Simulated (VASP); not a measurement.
# LuSi2N2 (I4/mmm) in VASP: single point with LDA

Aim: the single point of LuSi2N2 with LDA.

Program: VASP 6.6.1. These are calculated values, not measurements. Logs are shortened: lines on timing, memory, paths and dates and some standing lists are left out, and cuts for length are marked.

## Step 1: The cell of the first run

The structure is tetragonal, space group I4/mmm (No. 139). Conventional cell: a = 3.900 Å, b = 3.900 Å, c = 9.063 Å, α = 90.00°, β = 90.00°, γ = 90.00°. N (site symmetry -4m2) has 4 Si at 2.05 Å and 4 N at 2.76 Å within 2.8 Å. Within 3.9 Å of Lu (site symmetry 4/mmm) lie 10 Si at 2.90 to 3.21 Å and 8 N at 2.99 Å and 4 Lu at 3.90 Å. Si (site symmetry 4mm) has 4 N at 2.05 Å within 2.7 Å.

## Step 2: Single point, LDA, non-collinear spin, zero start, spin-orbit coupling

Input file INCAR:

```
PREC = Accurate
ENCUT = 520
EDIFF = 1E-6
ISMEAR = -1
SIGMA = 0.1
LREAL = False
LASPH = True
NELM = 150
ALGO = Normal
ISIF = 2
LWAVE = False
LCHARG = False
MAGMOM = 0 0 0 0 0 0 0 0 0 0 0 0 0 0 0
LORBIT = 11
LSORBIT = True
GGA_COMPAT = False
LORBMOM = True
GGA = CA
NBANDS = 58
```

Input file KPOINTS:

```
regular mesh
0
Gamma
  5 5 5
```

Input file POSCAR:

```
LuSi2N2
1.0
    0.0000000000      3.8998750000     -0.0000002152
    3.8998750000      0.0000000000     -0.0000002152
    1.9499372500      1.9499372500     -4.5312842152
N Lu Si
2 1 2
Direct
    0.7500000000      0.2500000000      0.5000000000
    0.2500000000      0.7500000000      0.5000000000
    0.0000000000      0.0000000000      0.0000000000
    0.3195332026      0.3195332026      0.3609335947
    0.6804667974      0.6804667974      0.6390664053
```

Potentials or basis: VASP PAW PBE potentials, release 64 (N, Lu, Si).

Run with:

```
$ cat potpaw_PBE.64/N/POTCAR potpaw_PBE.64/Lu/POTCAR potpaw_PBE.64/Si/POTCAR > POTCAR
$ mpirun -np 1 vasp_ncl > vasp.out
```

OUTCAR:

```text
PREC = Accurate
   ENCUT = 520
   EDIFF = 1E-6
   ISMEAR = -1
   LREAL = False
   LASPH = True
   NELM = 150
   ISIF = 2
   LORBIT = 11
   LSORBIT = True
   GGA = CA

 ion  position               nearest neighbor table
   1  0.750  0.250  0.500-   4 2.05   5 2.05   5 2.05   4 2.05
   2  0.250  0.750  0.500-   4 2.05   5 2.05   5 2.05   4 2.05
   3  0.000  0.000  0.000-   5 2.90   4 2.90   5 3.21   4 3.21   5 3.21   5 3.21   4 3.21   4 3.21
                             5 3.21   4 3.21
   4  0.320  0.320  0.361-   2 2.05   1 2.05   1 2.05   2 2.05   3 2.90   5 3.03   5 3.03   5 3.03
                             5 3.03   3 3.21   3 3.21   3 3.21   3 3.21
   5  0.680  0.680  0.639-   2 2.05   1 2.05   1 2.05   2 2.05   3 2.90   4 3.03   4 3.03   4 3.03
                             4 3.03   3 3.21   3 3.21   3 3.21   3 3.21

  LATTYP: Found a body centered tetragonal cell.
 ALAT       =     3.8998750000
 C/A-ratio  =     2.3238098657

  Lattice vectors:

 A1 = (  -1.9499372500,   1.9499377500,   4.5312840000)
 A2 = (   1.9499377500,  -1.9499372500,   4.5312840000)
 A3 = (   1.9499372500,   1.9499372500,  -4.5312842152)

Analysis of symmetry for initial positions (statically):
=====================================================================
 Subroutine PRICEL returns:
 Original cell was already a primitive cell.

 Routine SETGRP: Setting up the symmetry group for a
 body centered tetragonal supercell.

 Subroutine GETGRP returns: Found 16 space group operations
 (whereof 16 operations were pure point group operations)
 out of a pool of 16 trial point group operations.

The static configuration has the point symmetry D_4h.

Analysis of symmetry for dynamics (positions and initial velocities):
=====================================================================
 Subroutine PRICEL returns:
 Original cell was already a primitive cell.

 Routine SETGRP: Setting up the symmetry group for a
 body centered tetragonal supercell.

 Subroutine GETGRP returns: Found 16 space group operations
 (whereof 16 operations were pure point group operations)
 out of a pool of 16 trial point group operations.

The dynamic configuration has the point symmetry D_4h.

Analysis of structural, dynamic, and magnetic symmetry:
=====================================================================
[... 1251 lines left out ...]
  1         0.000   0.000   0.000   0.000
  2         0.000   0.000   0.000   0.000
  3         0.000   0.000   0.000   0.000
  4         0.000   0.000   0.000   0.000
  5         0.000   0.000   0.000   0.000
 ------------------------------------------------
            0.000   0.000   0.000   0.000

 orbital moment (y)

 # of ion     p       d       f       tot
 ------------------------------------------------
  1         0.000   0.000   0.000   0.000
  2         0.000   0.000   0.000   0.000
  3        -0.000  -0.000  -0.000  -0.000
  4         0.000   0.000   0.000   0.000
  5         0.000   0.000   0.000   0.000
 ------------------------------------------------
            0.000  -0.000  -0.000   0.000

 orbital moment (z)

 # of ion     p       d       f       tot
 ------------------------------------------------
  1         0.000   0.000   0.000   0.000
  2         0.000   0.000   0.000   0.000
  3         0.000   0.000   0.000   0.000
  4         0.000   0.000   0.000   0.000
  5         0.000   0.000   0.000   0.000
 ------------------------------------------------
            0.000   0.000   0.000   0.000

 Spin-Orbit-Coupling matrix elements

 Ion:    1  E_soc:     -0.0000745
 l=   1
     0.0000000    -0.0000129    -0.0000114
    -0.0000129     0.0000000    -0.0000129
    -0.0000114    -0.0000129     0.0000000
 l=   2
     0.0000000     0.0000000     0.0000000     0.0000000     0.0000000
     0.0000000     0.0000000     0.0000000     0.0000000     0.0000000
     0.0000000     0.0000000     0.0000000     0.0000000     0.0000000
     0.0000000     0.0000000     0.0000000     0.0000000     0.0000000
     0.0000000     0.0000000     0.0000000     0.0000000     0.0000000
 l=   3
     0.0000000     0.0000000     0.0000000     0.0000000     0.0000000     0.0000000     0.0000000
     0.0000000     0.0000000     0.0000000     0.0000000     0.0000000     0.0000000     0.0000000
     0.0000000     0.0000000     0.0000000     0.0000000     0.0000000     0.0000000     0.0000000
     0.0000000     0.0000000     0.0000000     0.0000000     0.0000000     0.0000000     0.0000000
[... 69 lines left out ...]
 l=   2
     0.0000000     0.0000000     0.0000000     0.0000000     0.0000000
     0.0000000     0.0000000     0.0000000     0.0000000     0.0000000
     0.0000000     0.0000000     0.0000000     0.0000000     0.0000000
     0.0000000     0.0000000     0.0000000     0.0000000     0.0000000
     0.0000000     0.0000000     0.0000000     0.0000000     0.0000000
 l=   3
     0.0000000     0.0000000     0.0000000     0.0000000     0.0000000     0.0000000     0.0000000
     0.0000000     0.0000000     0.0000000     0.0000000     0.0000000     0.0000000     0.0000000
     0.0000000     0.0000000     0.0000000     0.0000000     0.0000000     0.0000000     0.0000000
     0.0000000     0.0000000     0.0000000     0.0000000     0.0000000     0.0000000     0.0000000
     0.0000000     0.0000000     0.0000000     0.0000000     0.0000000     0.0000000     0.0000000
     0.0000000     0.0000000     0.0000000     0.0000000     0.0000000     0.0000000     0.0000000
     0.0000000     0.0000000     0.0000000     0.0000000     0.0000000     0.0000000     0.0000000

 total charge

# of ion       s       p       d       f       tot
--------------------------------------------------
    1        1.266   2.351   0.000   0.000   3.616
    2        1.266   2.351   0.000   0.000   3.616
    3        2.275   6.025   0.836  13.999  23.134
    4        0.768   0.728   0.000   0.000   1.496
    5        0.768   0.728   0.000   0.000   1.496
--------------------------------------------------
tot          6.342  12.182   0.836  13.999  33.359

 magnetization (x)

# of ion       s       p       d       f       tot
--------------------------------------------------
    1        0.000   0.000   0.000   0.000   0.000
    2        0.000   0.000   0.000   0.000   0.000
    3        0.000   0.000   0.000   0.000   0.000
    4        0.000   0.000   0.000   0.000   0.000
    5        0.000   0.000   0.000   0.000   0.000
--------------------------------------------------
tot          0.000   0.000   0.000   0.000   0.000

 magnetization (y)

# of ion       s       p       d       f       tot
--------------------------------------------------
    1        0.000   0.000   0.000   0.000   0.000
    2        0.000   0.000   0.000   0.000   0.000
    3        0.000  -0.000   0.000  -0.000   0.000
    4        0.000   0.000   0.000   0.000   0.000
    5        0.000   0.000   0.000   0.000   0.000
--------------------------------------------------
tot          0.000  -0.000   0.000  -0.000   0.000

 magnetization (z)

# of ion       s       p       d       f       tot
--------------------------------------------------
    1        0.000   0.000   0.000   0.000   0.000
    2        0.000   0.000   0.000   0.000   0.000
    3       -0.000  -0.000   0.000   0.000  -0.000
    4        0.000   0.000   0.000   0.000   0.000
    5        0.000   0.000   0.000   0.000   0.000
--------------------------------------------------
tot         -0.000  -0.000   0.000   0.000  -0.000
```

It took 7.1 min on 1 thread of Intel Xeon 8259CL, shared host; peak memory 0.33 GiB.

What came out:

- Free energy: -35.9099 eV
- Pressure: -17.0 GPa
- Largest force: 0.046 eV/Å
- Net moment: 0.00 μB per cell
- Valence electrons inside the program's atomic spheres: N 3.62; Lu 23.13; Si 1.50

Forces on the atoms (eV/Å):
```
N    0.000  0.000  0.000
N    0.000  0.000  0.000
Lu   0.000  0.000  0.000
Si   0.000  0.000  0.046
Si   0.000  0.000 -0.046
```

Stress tensor (GPa, compression positive):
```
-23.26   0.00   0.00
  0.00 -23.26   0.00
  0.00   0.00  -4.41
```

Moments on the atoms (μB; x, y, z):
```
N   0.00 0.00 0.00
N   0.00 0.00 0.00
Lu  0.00 0.00 0.00
Si  0.00 0.00 0.00
Si  0.00 0.00 0.00
```

Caveat: the stress differs along the axes, from -23 to -4 GPa; the PAW data sets were made with another functional, which shifts forces and pressure a little.
